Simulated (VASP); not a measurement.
# RbBr (Pmm2) in VASP: notebook

RbBr is run at these levels: PBE; tasks: single point.

All numbers are computed with VASP 6.6.1; they aren't measurements. Logs are shortened: lines on timing, memory, paths and dates and some standing lists are left out, and cuts for length are marked.

## (1) The cell of the first run

Symmetry: Pmm2, No. 25, orthorhombic system. Conventional cell: a = 4.081 Å, b = 4.193 Å, c = 4.081 Å, α = 90.00°, β = 90.00°, γ = 90.00°. Within 4.2 Å of Rb (site symmetry mm2) lie 8 Br at 3.18 to 4.07 Å and 6 Rb at 4.08 to 4.19 Å. Br (site symmetry mm2) has 8 Rb at 3.18 to 4.07 Å and 6 Br at 4.08 to 4.19 Å within 4.2 Å.

## (2) Single point, PBE (atoms displaced along a vibrational mode, the cell strained)

Contents of INCAR:

```
PREC = Accurate
ENCUT = 520
EDIFF = 1E-6
ISMEAR = 0
SIGMA = 0.05
LREAL = False
LASPH = True
NELM = 100
ALGO = Normal
ISIF = 2
LWAVE = False
LCHARG = True
GGA = PE
LELF = True
LVHAR = True
NBANDS = 15
```

Contents of KPOINTS:

```
Automatic mesh
0
Gamma
  6 6 6
```

Contents of POSCAR:

```
RbBr
1.0
    4.0809516169      0.0000000000      0.0000000000
    0.0000000000      4.0809516169      0.0000000000
    0.0000000000      0.0000000000      4.1929021031
Rb Br
1 1
Direct
   -0.0925781756      0.0000000000      0.0000000000
    0.5990244918      0.5000000000      0.5000000000
```

Potentials or basis: VASP PAW PBE potentials, release 64 (Rb_sv, Br).

On the command line:

```bash
$ cat potpaw_PBE.64/Rb_sv/POTCAR potpaw_PBE.64/Br/POTCAR > POTCAR
$ mpirun -np 1 vasp_std > vasp.out
```

OUTCAR:

```text
PREC = Accurate
   ENCUT = 520
   EDIFF = 1E-6
   ISMEAR = 0
   LREAL = False
   LASPH = True
   NELM = 100
   ISIF = 2
   GGA = PE

 ion  position               nearest neighbor table
   1  0.907  0.000  0.000-   2 3.18   2 3.18   2 3.18   2 3.18   2 4.07   2 4.07   2 4.07   2 4.07

   2  0.599  0.500  0.500-   1 3.18   1 3.18   1 3.18   1 3.18   1 4.07   1 4.07   1 4.07   1 4.07

  LATTYP: Found a simple tetragonal cell.
 ALAT       =     4.0809516169
 C/A-ratio  =     1.0274324463

  Lattice vectors:

 A1 = (   4.0809516169,   0.0000000000,   0.0000000000)
 A2 = (   0.0000000000,   4.0809516169,   0.0000000000)
 A3 = (   0.0000000000,   0.0000000000,   4.1929021031)

Analysis of symmetry for initial positions (statically):
=====================================================================
 Subroutine PRICEL returns:
 Original cell was already a primitive cell.

 Routine SETGRP: Setting up the symmetry group for a
 simple tetragonal supercell.

 Subroutine GETGRP returns: Found  4 space group operations
 (whereof  4 operations were pure point group operations)
 out of a pool of 16 trial point group operations.

The static configuration has the point symmetry C_2v.

Analysis of symmetry for dynamics (positions and initial velocities):
=====================================================================
 Subroutine PRICEL returns:
 Original cell was already a primitive cell.

 Routine SETGRP: Setting up the symmetry group for a
 simple tetragonal supercell.

 Subroutine GETGRP returns: Found  4 space group operations
 (whereof  4 operations were pure point group operations)
 out of a pool of 16 trial point group operations.

The dynamic configuration has the point symmetry C_2v.

 Subroutine INISYM returns: Found  4 space group operations
 (whereof  4 operations are pure point group operations),
 and found     1 'primitive' translations

----------------------------------------------------------------------------------------

                                     Primitive cell

  volume of cell :      69.8293

  direct lattice vectors                    reciprocal lattice vectors
     4.080951617  0.000000000  0.000000000     0.245040886  0.000000000  0.000000000
     0.000000000  4.080951617  0.000000000     0.000000000  0.245040886  0.000000000
     0.000000000  0.000000000  4.192902103     0.000000000  0.000000000  0.238498294

  length of vectors
     4.080951617  4.080951617  4.192902103     0.245040886  0.245040886  0.238498294

  position of ions in fractional coordinates (direct lattice)
     0.907421824  0.000000000  0.000000000
     0.599024492  0.500000000  0.500000000

  ion indices of the primitive-cell ions
   primitive index   ion index
                 1           1
                 2           2

----------------------------------------------------------------------------------------

 KPOINTS: Automatic mesh

Automatic generation of k-mesh.
 Grid dimensions read from file:
 generate k-points for:    6    6    6

 Generating k-lattice:

  Cartesian coordinates                     Fractional coordinates (reciprocal lattice)
     0.040840148  0.000000000  0.000000000     0.166666667  0.000000000  0.000000000
     0.000000000  0.040840148  0.000000000     0.000000000  0.166666667  0.000000000
     0.000000000  0.000000000  0.039749716     0.000000000  0.000000000  0.166666667

  Length of vectors
     0.040840148  0.040840148  0.039749716

  Shift w.r.t. Gamma in fractional coordinates (k-lattice)
     0.000000000  0.000000000  0.000000000

 Subroutine IBZKPT returns following result:
 ===========================================

 Found     64 irreducible k-points:

 Following reciprocal coordinates:
            Coordinates               Weight
  0.000000  0.000000  0.000000      1.000000
  0.166667  0.000000  0.000000      2.000000
  0.000000  0.166667  0.000000      2.000000
  0.333333  0.000000  0.000000      2.000000
  0.000000  0.333333  0.000000      2.000000
  0.500000  0.000000  0.000000      1.000000
[... 16 lines left out ...]
  0.000000  0.500000  0.166667      2.000000
  0.166667  0.166667  0.166667      8.000000
 [... further k-points ...]
   k-points           NKPTS =     64   k-points in BZ     NKDIM =     64   number of bands    NBANDS=     15
   number of dos      NEDOS =    301   number of ions     NIONS =      2
   total plane-waves  NPLWV =  28800
   dimension x,y,z NGX =    30 NGY =   30 NGZ =   32
   dimension x,y,z NGXF=    60 NGYF=   60 NGZF=   64
   ions per type =               1   1
   NGX,Y,Z   is equivalent  to a cutoff of  12.22, 12.22, 12.69 a.u.
   NGXF,Y,Z  is equivalent  to a cutoff of  24.44, 24.44, 25.38 a.u.
 SYSTEM =  unknown system
   PREC   = accura    normal or accurate (medium, high low for compatibility)
   ISTART =      0    job   : 0-new  1-cont  2-samecut
   ICHARG =      2    charge: 1-file 2-atom 10-const
   ISPIN  =      1    spin polarized calculation?
   LNONCOLLINEAR =      F non collinear calculations
   LSORBIT =      F    spin-orbit coupling
   LASPH  =      T    aspherical Exc in radial PAW
   ENCUT  =  520.0 eV  38.22 Ry    6.18 a.u.   7.59  7.59  7.80*2*pi/ulx,y,z
   NELM   =    100;   NELMIN=  2; NELMDL= -5     # of ELM steps
   EDIFF  = 0.1E-05   stopping-criterion for ELM
   LREAL  =      F    real-space projection
[... 7 lines left out ...]
   TEBEG  =    0.0;   TEEND  =   0.0 temperature during run
   PSTRESS=    0.0 pullay stress
   NELECT =      16.0000    total number of electrons
   NUPDOWN=      -1.0000    fix difference up-down
   EMIN   =  10.00;   EMAX   =-10.00  energy-range for DOS
   EFERMI =   0.00;   METHOD = LEGACY
   ISMEAR =     0;   SIGMA  =   0.05  broadening in eV -4-tet -1-fermi 0-gaus
   EFERMI_NEDOS =   21; number of points for ismear=-14 and -15
   IALGO  =     38    algorithm
   IMIX   =      4    mixing-type and parameters
     AMIX     =   0.40;   BMIX     =  1.00
     AMIX_MAG =   1.60;   BMIX_MAG =  1.00
  volume/ion in A,a.u.               =      34.91       235.62
  Fermi-wavevector in a.u.,A,eV,Ry     =   1.001772  1.893075 13.654092  1.003547
  Thomas-Fermi vector in A             =   2.134216
   LORBIT       =      0    0 simple, 1 ext, 2 COOP (PROOUT), +10 PAW based schemes
   GGA     = PE    functional components
   LHFCALC =     F    Hartree Fock is set to
   AEXX    =    0.0000 exact exchange contribution
   IVDW    =     0    specifies the selected vdW correction
   LEPSILON=     F    determine dielectric tensor
   LRPA    =     F    only Hartree local field effects (RPA)
 non-spin polarized calculation
 Gauss-broadening in eV      SIGMA  =   0.05
  energy-cutoff  :      520.00
  volume of cell :       69.83
 maximum number of plane-waves:      1904
   NGX = 15   NGY = 15   NGZ = 15

 number of electron      16.0000001 magnetization

 Free energy of the ion-electron system (eV)
  ---------------------------------------------------
  ext. energy  EPLUGINS =         0.00000000
  ---------------------------------------------------
  free energy    TOTEN  =        -5.72226532 eV

  energy without entropy =       -5.72226532  energy(sigma->0) =       -5.72226532

 E-fermi :  -0.4284     XC(G=0):  -7.8634

 val. band max:       -0.6396302596   @ k =   0.0000   0.5000   0.1667
 cond. band min:       3.4298224078   @ k =   0.0000   0.0000   0.0000
 fundamental gap:      4.0694526674
 Fermi energy:        -0.4284461374

 k-point     1 :       0.0000    0.0000    0.0000
  band No.  band energies     occupation
      1     -25.5864      2.00000
      2     -13.3739      2.00000
      3      -9.6298      2.00000
      4      -9.6012      2.00000
      5      -9.5629      2.00000
      6      -0.9625      2.00000
      7      -0.9411      2.00000
      8      -0.8190      2.00000
      9       3.4298      0.00000
     10       4.7412      0.00000
     11       6.2017      0.00000
     12       8.8316      0.00000
     13       9.7517      0.00000
     14       9.7801      0.00000
     15       9.9505      0.00000

 k-point     2 :       0.1667    0.0000    0.0000
  band No.  band energies     occupation
      1     -25.5806      2.00000
      2     -13.3623      2.00000
      3      -9.6285      2.00000
      4      -9.6172      2.00000
      5      -9.5895      2.00000
      6      -1.3804      2.00000
      7      -0.9466      2.00000
      8      -0.8201      2.00000
      9       4.0571      0.00000
     10       4.9227      0.00000
     11       6.7651      0.00000
     12       8.9441      0.00000
     13       9.2134      0.00000
     14       9.4135      0.00000
     15       9.9283      0.00000

 k-point     3 :       0.0000    0.1667    0.0000
  band No.  band energies     occupation
      1     -25.5796      2.00000
      2     -13.3871      2.00000
      3      -9.6558      2.00000
      4      -9.6092      2.00000
      5      -9.5244      2.00000
      6      -1.3131      2.00000
      7      -1.0148      2.00000
      8      -0.8908      2.00000
      9       4.0070      0.00000
     10       5.3332      0.00000
     11       6.1271      0.00000
     12       8.7303      0.00000
     13       8.8204      0.00000
     14       9.9826      0.00000
     15      10.4820      0.00000
[... 343 lines left out ...]
 k-point    23 :       0.0000    0.5000    0.1667
  band No.  band energies     occupation
      1     -25.5550      2.00000
      2     -13.3779      2.00000
      3      -9.7058      2.00000
      4      -9.6547      2.00000
      5      -9.5749      2.00000
      6      -2.1982      2.00000
      7      -1.3712      2.00000
      8      -0.6396      2.00000
      9       5.4552      0.00000
     10       6.0399      0.00000
     11       7.4690      0.00000
     12       7.9241      0.00000
     13       9.3526      0.00000
     14       9.7364      0.00000
     15       9.9263      0.00000

 k-point    24 :       0.1667    0.1667    0.1667
  band No.  band energies     occupation
      1     -25.5691      2.00000
      2     -13.3663      2.00000
      3      -9.6929      2.00000
      4      -9.6883      2.00000
      5      -9.5028      2.00000
      6      -1.4733      2.00000
      7      -1.1765      2.00000
      8      -1.1357      2.00000
      9       4.8851      0.00000
     10       5.9047      0.00000
     11       6.6197      0.00000
     12       8.1027      0.00000
     13       8.5586      0.00000
     14       9.3961      0.00000
     15      10.7908      0.00000

 [... further k-points ...]

------------------------ aborting loop because EDIFF is reached ----------------------------------------

  FORCE on cell =-STRESS in cart. coord.  units (eV):
  Direction    XX          YY          ZZ          XY          YZ          ZX
  --------------------------------------------------------------------------------------
  -------------------------------------------------------------------------------------
  Total        1.0911863      2.0804566      1.8247941      0.0000000      0.0000000      0.0000000
  in kB       25.0363986     47.7344166     41.8684443      0.0000000      0.0000000      0.0000000
  external PRESSURE =      38.2130865 kB  Pullay stress =       0.0000000 kB

 VOLUME and BASIS-vectors are now :
 -----------------------------------------------------------------------------
  energy-cutoff  :      520.00
  volume of cell :       69.83
      direct lattice vectors                 reciprocal lattice vectors
     4.080951617  0.000000000  0.000000000     0.245040886  0.000000000  0.000000000
     0.000000000  4.080951617  0.000000000     0.000000000  0.245040886  0.000000000
     0.000000000  0.000000000  4.192902103     0.000000000  0.000000000  0.238498294

 POSITION                                       TOTAL-FORCE (eV/Angst)
 -----------------------------------------------------------------------------------
      3.70314      0.00000      0.00000         0.690839      0.000000      0.000000
      2.44459      2.04048      2.09645        -0.690839      0.000000      0.000000
 -----------------------------------------------------------------------------------
    total drift:                                0.000342      0.000000     -0.000000

  FREE ENERGIE OF THE ION-ELECTRON SYSTEM (eV)
  ---------------------------------------------------
  free  energy   TOTEN  =        -5.7222653222 eV

  energy  without entropy=       -5.7222653222  energy(sigma->0) =       -5.72226532
```

It took 40 s on 1 thread of Intel Xeon Platinum 8375C at 2.90GHz (Ice Lake), shared host; peak memory 0.21 GiB.

Results:

* Free energy: -5.7223 eV
* Pressure: 3.8 GPa
* Largest force: 0.691 eV/Å
* Band gap on the k mesh: 4.07 eV (least direct gap 4.25 eV)

Forces in eV/Å, atoms in the order of the input:
```
Rb   0.691  0.000  0.000
Br  -0.691  0.000  0.000
```

Caveat: the cell differs from its parent crystal (atoms displaced along a vibrational mode, the cell strained); the cell stands under pressure.

[end of part 1 of 2]
